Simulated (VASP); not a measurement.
Here is a VASP 6.6.1 calculation.

File INCAR:

```
  PREC = Accurate
  ENCUT = 520
  EDIFF = 1E-6
  ISMEAR = -1
  SIGMA = 0.1
  LREAL = False
  LASPH = True
  NELM = 60
  ALGO = Normal
  ISIF = 2
  LWAVE = False
  LCHARG = False
  NBANDS = 51
```

The input KPOINTS:

```
regular mesh
0
Gamma
  2 2 2
```

The input POSCAR:

```
Zn
1.0
    0.0000000000      3.9295520000      3.9295520000
    3.9295520000      0.0000000000      3.9295520000
    3.9295520000      3.9295520000      0.0000000000
Zn
7
Direct
   -0.0113860308      0.0105818679      0.3763841272
    0.0051217034      0.5205262585     -0.0200814240
    0.0040993223      0.4871554060      0.4977863889
    0.5083368282     -0.0023768613     -0.0088287418
    0.4829170094     -0.0060669766      0.5041621793
    0.5069040949      0.4937425437      0.0096339226
    0.5040070726      0.4964380163      0.5159432933
```

Potentials or basis: VASP PAW LDA potentials, release 64 (Zn).

Command:

```sh
$ cat potpaw_LDA.64/Zn/POTCAR > POTCAR
$ mpirun -np 1 vasp_std > vasp.out
```

Question: Predict the band gap on the k mesh.

Answer: Zero (band 42 reaches 4.39 eV, above the bottom of band 43 at 0.87 eV).

Question: Predict the pressure.

Answer: -9.4 GPa.

Question: Estimate the largest force.

Answer: 0.402 eV/Å.

Forces on the atoms (eV/Å):
```
Zn   0.252  0.313  0.008
Zn  -0.059 -0.070 -0.039
Zn  -0.057 -0.067  0.025
Zn  -0.079 -0.058  0.002
Zn  -0.045 -0.086  0.010
Zn   0.015 -0.007 -0.002
Zn  -0.026 -0.025 -0.004
```

Caveat: the k points lie up to 0.69 Å⁻¹ apart.
